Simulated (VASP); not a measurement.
# TiSiO (Pmmn) in VASP: further runs, part 2 of 2

VASP 6.6.1. The steps go on from the part before.

### Step 3. Single point, r2SCAN

Input file POSCAR:

```
TiSiO
1.0
    3.4459807600      0.0000000000      0.0000000000
    0.0000000000      3.0591495900      0.0000000000
    0.0000000000      0.0000000000      7.3224810300
O Si Ti
2 2 2
Direct
    0.7500000000      0.7500000000      0.9446000000
    0.2500000000      0.2500000000      0.0554000000
    0.2500000000      0.2500000000      0.6680400000
    0.7500000000      0.7500000000      0.3319600000
    0.2500000000      0.7500000000      0.8806800000
    0.7500000000      0.2500000000      0.1193200000
```

Input file INCAR.step1:

```
PREC = Accurate
ENCUT = 520
ISMEAR = -1
SIGMA = 0.1
LREAL = F
LASPH = T
NELM = 60
NBANDS = 31
GGA = PE
ALGO = Normal
EDIFF = 1E-4
LWAVE = T
LCHARG = F
```

Input file INCAR.step2:

```
PREC = Accurate
ENCUT = 520
EDIFF = 1E-6
ISMEAR = -1
SIGMA = 0.1
LREAL = F
LASPH = T
NELM = 60
ALGO = Normal
ISIF = 2
LWAVE = F
LCHARG = T
METAGGA = R2SCAN
LMIXTAU = T
LELF = T
LVHAR = T
NBANDS = 31
ISTART = 1
```

Input file KPOINTS:

```
Automatic mesh
0
Gamma
  5 6 3
  0.5 0.5 0.5
```

Potentials or basis: VASP PAW PBE potentials, release 64 (O, Si, Ti_sv).

Run with:

```sh
> cat potpaw_PBE.64/O/POTCAR potpaw_PBE.64/Si/POTCAR potpaw_PBE.64/Ti_sv/POTCAR > POTCAR
> cp INCAR.step1 INCAR
> mpirun -np 1 vasp_std > vasp.out
> cp INCAR.step2 INCAR
> mpirun -np 1 vasp_std > vasp.out
```

OUTCAR:

```text
PREC = Accurate
   ENCUT = 520
   EDIFF = 1E-6
   ISMEAR = -1
   LREAL = F
   LASPH = T
   NELM = 60
   ISIF = 2
   METAGGA = R2SCAN
   ISTART = 1

 ion  position               nearest neighbor table
   1  0.750  0.750  0.945-   5 1.79   5 1.79   6 1.99   6 1.99
   2  0.250  0.250  0.055-   6 1.79   6 1.79   5 1.99   5 1.99
   3  0.250  0.250  0.668-   5 2.18   5 2.18
   4  0.750  0.750  0.332-   6 2.18   6 2.18
   5  0.250  0.750  0.881-   1 1.79   1 1.79   2 1.99   2 1.99   3 2.18   3 2.18   6 2.89   6 2.89
                             6 2.89   6 2.89
   6  0.750  0.250  0.119-   2 1.79   2 1.79   1 1.99   1 1.99   4 2.18   4 2.18   5 2.89   5 2.89
                             5 2.89   5 2.89

  LATTYP: Found a simple orthorhombic cell.
 ALAT       =     3.0591495900
 B/A-ratio  =     1.1264505571
 C/A-ratio  =     2.3936328756

  Lattice vectors:

 A1 = (   0.0000000000,  -3.0591495900,   0.0000000000)
 A2 = (   3.4459807600,   0.0000000000,   0.0000000000)
 A3 = (   0.0000000000,   0.0000000000,   7.3224810300)

Analysis of symmetry for initial positions (statically):
=====================================================================
 Subroutine PRICEL returns:
 Original cell was already a primitive cell.

 Routine SETGRP: Setting up the symmetry group for a
 simple orthorhombic supercell.

 Subroutine GETGRP returns: Found  8 space group operations
 (whereof  2 operations were pure point group operations)
 out of a pool of  8 trial point group operations.

The static configuration has the point symmetry S_2 .
 The point group associated with its full space group is D_2h.

Analysis of symmetry for dynamics (positions and initial velocities):
=====================================================================
 Subroutine PRICEL returns:
 Original cell was already a primitive cell.

 Routine SETGRP: Setting up the symmetry group for a
 simple orthorhombic supercell.
[... 126 lines left out ...]
     AMIX     =   0.40;   BMIX     =  1.00
     AMIX_MAG =   1.60;   BMIX_MAG =  1.00
  volume/ion in A,a.u.               =      12.87        86.82
  Fermi-wavevector in a.u.,A,eV,Ry     =   1.357381  2.565078 25.068508  1.842483
  Thomas-Fermi vector in A             =   2.484304
   LORBIT       =      0    0 simple, 1 ext, 2 COOP (PROOUT), +10 PAW based schemes
   METAGGA = R2SCAN    functional components
   LHFCALC =     F    Hartree Fock is set to
   AEXX    =    0.0000 exact exchange contribution
   IVDW    =     0    specifies the selected vdW correction
   LEPSILON=     F    determine dielectric tensor
   LRPA    =     F    only Hartree local field effects (RPA)
 non-spin polarized calculation
  energy-cutoff  :      520.00
  volume of cell :       77.19
 maximum number of plane-waves:      2096
 NGX is ok and might be reduce to    28
   NGX = 13   NGY = 11   NGZ = 27

 number of electron      44.0000000 magnetization

 Free energy of the ion-electron system (eV)
  ---------------------------------------------------
  ext. energy  EPLUGINS =         0.00000000
  ---------------------------------------------------
  free energy    TOTEN  =       -57.58313531 eV

  energy without entropy =      -57.43502527  energy(sigma->0) =      -57.50908029

 E-fermi :   8.3102     XC(G=0): -11.8449

 val. band max:        8.2649254894   @ k =   0.1000   0.2500   0.1667
 cond. band min:       8.3283062233   @ k =   0.3000   0.4167   0.5000
 fundamental gap:      0.0633807339
 Fermi energy:         8.3102221493

 k-point     1 :       0.1000    0.0833    0.1667
  band No.  band energies     occupation
      1     -51.2816      2.00000
      2     -51.1614      2.00000
      3     -27.0363      2.00000
      4     -26.9504      2.00000
      5     -26.6522      2.00000
      6     -26.5793      2.00000
[... 601 lines left out ...]
     30      11.4998      0.00000
     31      13.6685      0.00000

------------------------ aborting loop because EDIFF is reached ----------------------------------------

  FORCE on cell =-STRESS in cart. coord.  units (eV):
  Direction    XX          YY          ZZ          XY          YZ          ZX
  --------------------------------------------------------------------------------------
  -------------------------------------------------------------------------------------
  Total       31.3708335     17.8376120     31.8985647     -0.0000000      0.0000000      0.0000000
  in kB      651.1256778    370.2332992    662.0791424     -0.0000000      0.0000000      0.0000000
  external PRESSURE =     561.1460398 kB  Pullay stress =       0.0000000 kB

 VOLUME and BASIS-vectors are now :
 -----------------------------------------------------------------------------
  energy-cutoff  :      520.00
  volume of cell :       77.19
      direct lattice vectors                 reciprocal lattice vectors
     3.445980760  0.000000000  0.000000000     0.290193147  0.000000000  0.000000000
     0.000000000  3.059149590  0.000000000     0.000000000  0.326888232  0.000000000
     0.000000000  0.000000000  7.322481030     0.000000000  0.000000000  0.136565734

 POSITION                                       TOTAL-FORCE (eV/Angst)
 -----------------------------------------------------------------------------------
      2.58449      2.29436      6.91682        -0.000000      0.000000      0.432699
      0.86150      0.76479      0.40567         0.000000      0.000000     -0.432699
      0.86150      0.76479      4.89171        -0.000000      0.000000     -7.940261
      2.58449      2.29436      2.43077         0.000000      0.000000      7.940261
      0.86150      2.29436      6.44876        -0.000000      0.000000      1.106555
      2.58449      0.76479      0.87372        -0.000000     -0.000000     -1.106555
 -----------------------------------------------------------------------------------
    total drift:                                0.000000      0.000000      0.000000

  FREE ENERGIE OF THE ION-ELECTRON SYSTEM (eV)
  ---------------------------------------------------
  free  energy   TOTEN  =       -57.5831353144 eV

  energy  without entropy=      -57.4350252740  energy(sigma->0) =      -57.50908029
```

OUTCAR.step1:

```text
PREC = Accurate
   ENCUT = 520
   ISMEAR = -1
   LREAL = F
   LASPH = T
[... 844 lines left out ...]
      0.86150      0.76479      4.89171        -0.000000     -0.000000     -7.714679
      2.58449      2.29436      2.43077        -0.000000      0.000000      7.714679
      0.86150      2.29436      6.44876        -0.000000      0.000000      0.922361
      2.58449      0.76479      0.87372        -0.000000      0.000000     -0.922361
 -----------------------------------------------------------------------------------
    total drift:                                0.000000      0.000000      0.000000

  FREE ENERGIE OF THE ION-ELECTRON SYSTEM (eV)
  ---------------------------------------------------
  free  energy   TOTEN  =       -37.9976107229 eV

  energy  without entropy=      -37.8382811218  energy(sigma->0) =      -37.91794592
```

OSZICAR.step1:

```text
N       E                     dE             d eps       ncg     rms          rms(c)
DAV:   1     0.556289894787E+03    0.55629E+03   -0.21964E+04  1116   0.159E+03
DAV:   2     0.347480167489E+02   -0.52154E+03   -0.49848E+03  1173   0.472E+02
DAV:   3    -0.396711343784E+02   -0.74419E+02   -0.72693E+02  1727   0.165E+02
DAV:   4    -0.456149034027E+02   -0.59438E+01   -0.59087E+01  1619   0.426E+01
DAV:   5    -0.458083275349E+02   -0.19342E+00   -0.19340E+00  1511   0.649E+00    0.342E+01
DAV:   6    -0.381029440839E+02    0.77054E+01   -0.41006E+01  1474   0.641E+01    0.122E+01
DAV:   7    -0.382741580590E+02   -0.17121E+00   -0.90033E+00  1553   0.246E+01    0.109E+01
DAV:   8    -0.380105018629E+02    0.26366E+00   -0.20850E+00  1417   0.107E+01    0.503E+00
DAV:   9    -0.380008822613E+02    0.96196E-02   -0.41638E-01  1663   0.377E+00    0.118E+00
DAV:  10    -0.379961585781E+02    0.47237E-02   -0.47710E-02  1456   0.176E+00    0.521E-01
DAV:  11    -0.379977762214E+02   -0.16176E-02   -0.59910E-03  1363   0.615E-01    0.109E-01
DAV:  12    -0.379975825581E+02    0.19366E-03   -0.94100E-04  1199   0.147E-01    0.559E-02
DAV:  13    -0.379976107229E+02   -0.28165E-04   -0.13815E-04  1001   0.975E-02
   1 F= -.37997611E+02 E0= -.37917946E+02  d E =-.159330E+00
```

It took 1.7 min on 1 thread of Intel Xeon Platinum 8488C (Sapphire Rapids), shared host; peak memory 0.2 GiB.

What came out:

| Item | Value |
| --- | --- |
| Free energy | -57.5831 eV |
| Pressure | 56.1 GPa |
| Largest force | 7.940 eV/Å |
| Band gap on the k mesh | zero (band 22 reaches 8.50 eV, above the bottom of band 23 at 8.15 eV) |

Forces on the atoms (eV/Å):
```
O    0.000  0.000  0.433
O    0.000  0.000 -0.433
Si   0.000  0.000 -7.940
Si   0.000  0.000  7.940
Ti   0.000  0.000  1.107
Ti   0.000  0.000 -1.107
```

Caveat: the k points lie up to 0.36 Å⁻¹ apart; the PAW data sets were made with another functional, which shifts forces and pressure a little.

### Step 4. Single point, r2SCAN+D3(BJ)

POSCAR is that of step 3.

Input file INCAR.step1:

```
SYSTEM = TiSiO
PREC = Accurate
ENCUT = 520
ISMEAR = -1
SIGMA = 0.1
LREAL = .False.
LASPH = .True.
NELM = 80
NBANDS = 31
GGA = PE
ALGO = Normal
EDIFF = 1E-4
LWAVE = .True.
LCHARG = .False.
```

Input file INCAR.step2:

```
SYSTEM = TiSiO
PREC = Accurate
ENCUT = 520
EDIFF = 1E-7
ISMEAR = -1
SIGMA = 0.1
LREAL = .False.
LASPH = .True.
NELM = 80
ALGO = Normal
ISIF = 2
LWAVE = .False.
LCHARG = .True.
METAGGA = R2SCAN
LMIXTAU = .True.
IVDW = 12
VDW_S6 = 1.0
VDW_S8 = 0.78981345
VDW_A1 = 0.49484001
VDW_A2 = 5.73083694
LELF = .True.
LVHAR = .True.
NBANDS = 31
ISTART = 1
```

Input file KPOINTS:

```
regular mesh
0
Gamma
  5 6 3
  0 0 0
```

Run with:

```sh
> cat potpaw_PBE.64/O/POTCAR potpaw_PBE.64/Si/POTCAR potpaw_PBE.64/Ti_sv/POTCAR > POTCAR
> cp INCAR.step1 INCAR
> mpirun -np 1 vasp_std > vasp.out
> cp INCAR.step2 INCAR
> mpirun -np 1 vasp_std > vasp.out
```

Wall time 2.4 min (1 thread of Intel Xeon Platinum 8488C (Sapphire Rapids), shared host); peak memory 0.23 GiB.

The run converged. Its results:

* Free energy: -58.7770 eV
* Pressure: 53.6 GPa
* Largest force: 8.015 eV/Å
* Band gap on the k mesh: zero (band 22 reaches 8.90 eV, above the bottom of band 23 at 8.06 eV)
* Dispersion energy per atom: -0.201 eV

Forces on the atoms (eV/Å):
```
O    0.000  0.000  0.512
O    0.000  0.000 -0.512
Si   0.000  0.000 -8.015
Si   0.000  0.000  8.015
Ti   0.000  0.000  1.110
Ti   0.000  0.000 -1.110
```

Stress tensor (GPa, compression positive):
```
62.46  0.00  0.00
 0.00 33.40  0.00
 0.00  0.00 64.82
```

Levels at points of the mesh, in eV from the Fermi level:
| k point | band 20 | band 21 | band 22 | band 23 | band 24 | band 25 |
| --- | --- | --- | --- | --- | --- | --- |
| (0.00, 0.00, 0.00) | -0.45 | 0.33 | 0.53 | 0.59 | 0.64 | 0.81 |
| (0.00, 0.50, 0.00) | -3.79 | -0.23 | -0.23 | -0.01 | -0.01 | 2.56 |

Caveat: the k points lie up to 0.36 Å⁻¹ apart; three body term missing; the PAW data sets were made with another functional, which shifts forces and pressure a little; pairwise dispersion overbinds metals, which lowers pressure and volume.

### Step 5. The runs side by side

| level | k mesh | gap on the mesh (eV) | pressure (GPa) | largest force (eV/Å) |
| --- | --- | --- | --- | --- |
| r2SCAN | 5 × 6 × 3 | none | 55.9 | 8.02 |
| r2SCAN | 5 × 6 × 3, shifted | none | 56.1 | 7.94 |
| r2SCAN+D3(BJ) | 5 × 6 × 3 | none | 53.6 | 8.02 |

Alike in all rows: task single point; potentials or basis VASP PAW PBE potentials, release 64 (O, Si, Ti_sv); no spin polarisation; cell as given; cutoff (eV) 520; smearing fermi-dirac 0.1 eV.

Caveats: all runs use coarse meshes; the PAW data sets were made with another functional, which shifts forces and pressure a little; three body term missing (some runs); pairwise dispersion overbinds metals, which lowers pressure and volume (some runs).

Absolute energies hang on the potentials; compare differences alone.
